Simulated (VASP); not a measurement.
# PbS (Fm-3m) in VASP: further runs

PbS is run at these levels: r2SCAN, PBEsol-based global hybrid with 25 % exact exchange, PBE-based screened hybrid with 30 % exact exchange, PBE-based screened hybrid with 40 % exact exchange; tasks: relaxation of cell and atoms, single point.

Program: VASP 6.6.1. These are calculated values, not measurements. Logs are shortened: lines on timing, memory, paths and dates and some standing lists are left out, and cuts for length are marked.

**1. The cell of the first run**

It takes space group Fm-3m (No. 225, cubic). The conventional cell has a = 5.831 Å, b = 5.831 Å, c = 5.831 Å, α = 90.00°, β = 90.00°, γ = 90.00°. Pb (site symmetry m-3m) has 6 S at 2.92 Å within 3.8 Å. S (site symmetry m-3m) has 6 Pb at 2.92 Å within 3.8 Å.

**2. Relaxation of cell and atoms, r2SCAN (24.78 Å³/atom)**

POSCAR

```
PbS
1.0
    0.0000000000      2.9154733381      2.9154733381
    2.9154733381      0.0000000000      2.9154733381
    2.9154733381      2.9154733381      0.0000000000
Pb S
1 1
Direct
    0.0000000000      0.0000000000      0.0000000000
    0.5000000000      0.5000000000      0.5000000000
```

INCAR.step1

```
METAGGA = R2SCAN
ISMEAR = 0
SIGMA = 0.03
LWAVE = F
LCHARG = F
NSW = 80
PREC = Accurate
LASPH = T
LREAL = F
ALGO = Normal
EDIFF = 1E-7
NELM = 120
GGA_COMPAT = F
IBRION = 2
ISIF = 3
EDIFFG = -0.002
NELMIN = 4
ENCUT = 690
EFERMI = MIDGAP
LMIXTAU = T
KPAR = 2
POTIM = 0.5
```

INCAR.step4

```
METAGGA = R2SCAN
ISMEAR = 0
SIGMA = 0.03
LWAVE = F
LCHARG = F
PREC = Accurate
LASPH = T
LREAL = F
ALGO = Normal
EDIFF = 1E-7
NELM = 120
GGA_COMPAT = F
ISIF = 2
ENCUT = 690
EFERMI = MIDGAP
LMIXTAU = T
KPAR = 2
```

KPOINTS

```
Automatic mesh
0
Gamma
  8 8 8
  0 0 0
```

Potentials or basis: VASP PAW PBE potentials, release 64 (Pb_d, S).

The run is started by

```bash
> cat potpaw_PBE.64/Pb_d/POTCAR potpaw_PBE.64/S/POTCAR > POTCAR
> cp INCAR.step1 INCAR
> cp POSCAR.step1 POSCAR
> mpirun -np 2 vasp_std > vasp.out
> cp CONTCAR POSCAR
> mpirun -np 2 vasp_std > vasp.out
> cp CONTCAR POSCAR
> mpirun -np 2 vasp_std > vasp.out
> cp CONTCAR POSCAR
> cp INCAR.step4 INCAR
> mpirun -np 2 vasp_std > vasp.out
```

OUTCAR:

```text
METAGGA = R2SCAN
   ISMEAR = 0
   PREC = Accurate
   LASPH = T
   LREAL = F
   EDIFF = 1E-7
   NELM = 120
   ISIF = 2
   ENCUT = 690
   EFERMI = MIDGAP

 ion  position               nearest neighbor table
   1  0.000  0.000  0.000-   2 2.99   2 2.99   2 2.99   2 2.99   2 2.99   2 2.99
   2  0.500  0.500  0.500-   1 2.99   1 2.99   1 2.99   1 2.99   1 2.99   1 2.99

  LATTYP: Found a face centered cubic cell.
 ALAT       =     5.9754811228

  Lattice vectors:

 A1 = (   0.0000000000,   2.9877405614,   2.9877405614)
 A2 = (   2.9877405614,   0.0000000000,   2.9877405614)
 A3 = (   2.9877405614,   2.9877405614,   0.0000000000)

Analysis of symmetry for initial positions (statically):
=====================================================================
 Subroutine PRICEL returns:
 Original cell was already a primitive cell.

 Routine SETGRP: Setting up the symmetry group for a
 face centered cubic supercell.

 Subroutine GETGRP returns: Found 48 space group operations
 (whereof 48 operations were pure point group operations)
 out of a pool of 48 trial point group operations.

The static configuration has the point symmetry O_h .

Analysis of symmetry for dynamics (positions and initial velocities):
=====================================================================
 Subroutine PRICEL returns:
 Original cell was already a primitive cell.

 Routine SETGRP: Setting up the symmetry group for a
 face centered cubic supercell.

 Subroutine GETGRP returns: Found 48 space group operations
 (whereof 48 operations were pure point group operations)
 out of a pool of 48 trial point group operations.

The dynamic configuration has the point symmetry O_h .

 Subroutine INISYM returns: Found 48 space group operations
 (whereof 48 operations are pure point group operations),
 and found     1 'primitive' translations

----------------------------------------------------------------------------------------

                                     Primitive cell

  volume of cell :      53.3407

  direct lattice vectors                    reciprocal lattice vectors
     0.000000000  2.987740561  2.987740561    -0.167350541  0.167350541  0.167350541
     2.987740561  0.000000000  2.987740561     0.167350541 -0.167350541  0.167350541
     2.987740561  2.987740561  0.000000000     0.167350541  0.167350541 -0.167350541

  length of vectors
     4.225303223  4.225303223  4.225303223     0.289859640  0.289859640  0.289859640

  position of ions in fractional coordinates (direct lattice)
     0.000000000  0.000000000  0.000000000
     0.500000000  0.500000000  0.500000000

  ion indices of the primitive-cell ions
   primitive index   ion index
                 1           1
                 2           2

----------------------------------------------------------------------------------------

 KPOINTS: Automatic mesh

Automatic generation of k-mesh.
 Grid dimensions read from file:
 generate k-points for:    8    8    8

 Generating k-lattice:

  Cartesian coordinates                     Fractional coordinates (reciprocal lattice)
    -0.020918818  0.020918818  0.020918818     0.125000000  0.000000000  0.000000000
     0.020918818 -0.020918818  0.020918818     0.000000000  0.125000000  0.000000000
     0.020918818  0.020918818 -0.020918818     0.000000000  0.000000000  0.125000000

  Length of vectors
     0.036232455  0.036232455  0.036232455

  Shift w.r.t. Gamma in fractional coordinates (k-lattice)
     0.000000000  0.000000000  0.000000000

 Subroutine IBZKPT returns following result:
 ===========================================

 Found     29 irreducible k-points:

 Following reciprocal coordinates:
            Coordinates               Weight
  0.000000  0.000000  0.000000      1.000000
  0.125000  0.000000  0.000000      8.000000
  0.250000  0.000000  0.000000      8.000000
  0.375000  0.000000  0.000000      8.000000
  0.500000  0.000000  0.000000      4.000000
  0.125000  0.125000  0.000000      6.000000
[... 16 lines left out ...]
  0.500000  0.250000  0.125000     48.000000
 -0.375000  0.250000  0.125000     24.000000
 [... further k-points ...]
   k-points           NKPTS =     29   k-points in BZ     NKDIM =     29   number of bands    NBANDS=     14
   number of dos      NEDOS =    301   number of ions     NIONS =      2
   total plane-waves  NPLWV =  46656
   dimension x,y,z NGX =    36 NGY =   36 NGZ =   36
   dimension x,y,z NGXF=    72 NGYF=   72 NGZF=   72
   ions per type =               1   1
   NGX,Y,Z   is equivalent  to a cutoff of  14.16, 14.16, 14.16 a.u.
   NGXF,Y,Z  is equivalent  to a cutoff of  28.33, 28.33, 28.33 a.u.
 SYSTEM =  unknown system
   PREC   = accura    normal or accurate (medium, high low for compatibility)
   ISTART =      0    job   : 0-new  1-cont  2-samecut
   ICHARG =      2    charge: 1-file 2-atom 10-const
   ISPIN  =      1    spin polarized calculation?
   LNONCOLLINEAR =      F non collinear calculations
   LSORBIT =      F    spin-orbit coupling
   LASPH  =      T    aspherical Exc in radial PAW
   ENCUT  =  690.0 eV  50.71 Ry    7.12 a.u.   9.05  9.05  9.05*2*pi/ulx,y,z
   NELM   =    120;   NELMIN=  2; NELMDL=  0     # of ELM steps
   EDIFF  = 0.1E-06   stopping-criterion for ELM
   LREAL  =      F    real-space projection
   EDIFFG = 0.1E-05   stopping-criterion for IOM
   NSW    =      0    number of steps for IOM
   IBRION =     -1    ionic relax: 0-MD 1-quasi-New 2-CG
   NFREE  =      0    steps in history (QN), initial steepest desc. (CG)
   ISIF   =      2    stress and relaxation
   ISYM   =      2    0-nonsym 1-usesym 2-fastsym
   POTIM  = 0.5000    time-step for ionic-motion
   TEBEG  =    0.0;   TEEND  =   0.0 temperature during run

   SCALEE = 1.0000    scale energy and forces
   PSTRESS=    0.0 pullay stress
   NELECT =      20.0000    total number of electrons
   NUPDOWN=      -1.0000    fix difference up-down
   EMIN   =  10.00;   EMAX   =-10.00  energy-range for DOS
   EFERMI =   0.00;   METHOD = MIDGAP
   ISMEAR =     0;   SIGMA  =   0.03  broadening in eV -4-tet -1-fermi 0-gaus
   EFERMI_NEDOS =   21; number of points for ismear=-14 and -15
   IALGO  =     38    algorithm
   IMIX   =      4    mixing-type and parameters
     AMIX     =   0.40;   BMIX     =  1.00
     AMIX_MAG =   1.60;   BMIX_MAG =  1.00
  volume/ion in A,a.u.               =      26.67       179.98
  Fermi-wavevector in a.u.,A,eV,Ry     =   1.180498  2.230818 18.960748  1.393576
  Thomas-Fermi vector in A             =   2.316789
   LORBIT       =      0    0 simple, 1 ext, 2 COOP (PROOUT), +10 PAW based schemes
   METAGGA = R2SCAN    functional components
   LHFCALC =     F    Hartree Fock is set to
   AEXX    =    0.0000 exact exchange contribution
   IVDW    =     0    specifies the selected vdW correction
   LEPSILON=     F    determine dielectric tensor
   LRPA    =     F    only Hartree local field effects (RPA)

   CSHIFT  =0.1000    complex shift for real part using Kramers Kronig

   OMEGAMAX=  -1.0    maximum frequency
 non-spin polarized calculation
 Gauss-broadening in eV      SIGMA  =   0.03
  energy-cutoff  :      690.00
  volume of cell :       53.34
 maximum number of plane-waves:      2209
   NGX = 19   NGY = 19   NGZ = 19

 number of electron      20.0000000 magnetization

 Free energy of the ion-electron system (eV)
  ---------------------------------------------------
  ext. energy  EPLUGINS =         0.00000000
  ---------------------------------------------------
  free energy    TOTEN  =       -65.61317783 eV

  energy without entropy =      -65.61317783  energy(sigma->0) =      -65.61317783

 E-fermi :   5.7407     XC(G=0): -10.1432

 val. band max:        5.3884599350   @ k =   0.5000   0.0000   0.0000
 cond. band min:       6.0928747695   @ k =   0.5000   0.0000   0.0000
 fundamental gap:      0.7044148346
 Fermi energy:         5.7406673523

 k-point     1 :       0.0000    0.0000    0.0000
  band No.  band energies     occupation
      1     -12.0076      2.00000
      2     -12.0076      2.00000
      3     -12.0076      2.00000
      4     -11.9910      2.00000
      5     -11.9910      2.00000
      6      -8.6004      2.00000
      7      -0.7382      2.00000
      8       3.1926      2.00000
      9       3.1926      2.00000
     10       3.1926      2.00000
     11      10.8995      0.00000
     12      10.8995      0.00000
     13      10.8995      0.00000
     14      12.6025      0.00000

 k-point     2 :       0.1250    0.0000    0.0000
  band No.  band energies     occupation
      1     -12.0069      2.00000
      2     -12.0048      2.00000
      3     -12.0048      2.00000
      4     -11.9921      2.00000
      5     -11.9921      2.00000
      6      -8.4694      2.00000
      7      -1.2045      2.00000
      8       3.2348      2.00000
      9       3.2348      2.00000
     10       3.5507      2.00000
     11       9.6888      0.00000
     12      10.1237      0.00000
     13      10.1237      0.00000
     14      12.5182      0.00000

 k-point     3 :       0.2500    0.0000    0.0000
  band No.  band energies     occupation
      1     -12.0104      2.00000
      2     -12.0104      2.00000
      3     -12.0055      2.00000
      4     -11.9824      2.00000
      5     -11.9824      2.00000
      6      -8.1078      2.00000
      7      -2.1926      2.00000
      8       3.3531      2.00000
      9       3.3531      2.00000
     10       4.2492      2.00000
     11       8.0395      0.00000
     12       8.9051      0.00000
     13       8.9051      0.00000
     14      12.6949      0.00000
[... 324 lines left out ...]
 k-point    23 :       0.5000    0.2500    0.1250
  band No.  band energies     occupation
      1     -12.0546      2.00000
      2     -12.0060      2.00000
      3     -12.0006      2.00000
      4     -11.9763      2.00000
      5     -11.9659      2.00000
      6      -7.3853      2.00000
      7      -2.9347      2.00000
      8       1.9619      2.00000
      9       2.7488      2.00000
     10       4.2191      2.00000
     11       7.5374      0.00000
     12       8.8683      0.00000
     13       9.8221      0.00000
     14      12.8816      0.00000

 k-point    24 :      -0.3750    0.2500    0.1250
  band No.  band energies     occupation
      1     -12.0603      2.00000
      2     -12.0087      2.00000
      3     -11.9927      2.00000
      4     -11.9810      2.00000
      5     -11.9616      2.00000
      6      -7.1820      2.00000
      7      -3.1991      2.00000
      8       1.9684      2.00000
      9       2.3878      2.00000
     10       4.3901      2.00000
     11       7.2623      0.00000
     12       9.0883      0.00000
     13       9.7176      0.00000
     14      13.8384      0.00000

 [... further k-points ...]

------------------------ aborting loop because EDIFF is reached ----------------------------------------

  FORCE on cell =-STRESS in cart. coord.  units (eV):
  Direction    XX          YY          ZZ          XY          YZ          ZX
  --------------------------------------------------------------------------------------
  -------------------------------------------------------------------------------------
  Total        0.0009121      0.0009121      0.0009121      0.0000000      0.0000000     -0.0000000
  in kB        0.0273958      0.0273958      0.0273958      0.0000000      0.0000000     -0.0000000
  external PRESSURE =       0.0273958 kB  Pullay stress =       0.0000000 kB

 VOLUME and BASIS-vectors are now :
 -----------------------------------------------------------------------------
  energy-cutoff  :      690.00
  volume of cell :       53.34
      direct lattice vectors                 reciprocal lattice vectors
     0.000000000  2.987740561  2.987740561    -0.167350541  0.167350541  0.167350541
     2.987740561  0.000000000  2.987740561     0.167350541 -0.167350541  0.167350541
     2.987740561  2.987740561  0.000000000     0.167350541  0.167350541 -0.167350541

 POSITION                                       TOTAL-FORCE (eV/Angst)
 -----------------------------------------------------------------------------------
      0.00000      0.00000      0.00000         0.000000      0.000000      0.000000
      2.98774      2.98774      2.98774        -0.000000      0.000000     -0.000000
 -----------------------------------------------------------------------------------
    total drift:                                0.000000      0.000000      0.000000

  FREE ENERGIE OF THE ION-ELECTRON SYSTEM (eV)
  ---------------------------------------------------
  free  energy   TOTEN  =       -65.6131778345 eV

  energy  without entropy=      -65.6131778345  energy(sigma->0) =      -65.61317783
```

Wall time 3.4 min (2 MPI ranks of Intel Xeon 6975P-C (Granite Rapids), shared host); peak memory 0.23 GiB.

Results:

```yaml
Free_energy: -65.6132 eV
Relaxed_volume: 26.67 Å³/atom
Relaxed_cell: a = 4.225 Å, b = 4.225 Å, c = 4.225 Å, α = 60.00°, β = 60.00°, γ = 60.00°
Space_group_after_relaxing_to_0.1_Å: Fm-3m (No. 225)
Energy_gained_by_relaxing: 27.7 meV/atom
Ionic_steps: 5
Pressure_after_relaxing: 0.0 GPa
Band_gap_on_the_k_mesh: 0.70 eV
```

Step by step:
```csv
step,energy change (eV),largest force (eV/Å),pressure (GPa),volume (Å³)
1,0.0000,0.0000,4.98,49.56
2,-0.0430,0.0000,-1.93,55.30
3,-0.0551,0.0000,0.01,53.34
4,-0.0554,0.0000,0.00,53.34
5,-0.0554,0.0000,0.00,53.34
```

Final structure:
```
Pb S
1.0
     0.00000    2.98774    2.98774
     2.98774    0.00000    2.98774
     2.98774    2.98774    0.00000
Pb S
1 1
Direct
  0.00000 0.00000 0.00000
  0.50000 0.50000 0.50000
```

Levels at points of the mesh, in eV from the valence-band top:
```tsv
k point	band 8	band 9	band 10	band 11	band 12	band 13
(0.00, 0.00, 0.00)	-2.20	-2.20	-2.20	5.51	5.51	5.51
(0.50, 0.00, 0.00)	-1.81	-1.81	0.00	0.70	2.25	2.25
(0.50, 0.50, 0.00)	-5.17	-3.44	-3.44	4.26	5.95	6.02
```

Caveat: the PAW data sets were made with another functional, which shifts forces and pressure a little; spin-orbit coupling is left out, which moves the levels of the heavy elements.

[end of part 1 of 2]
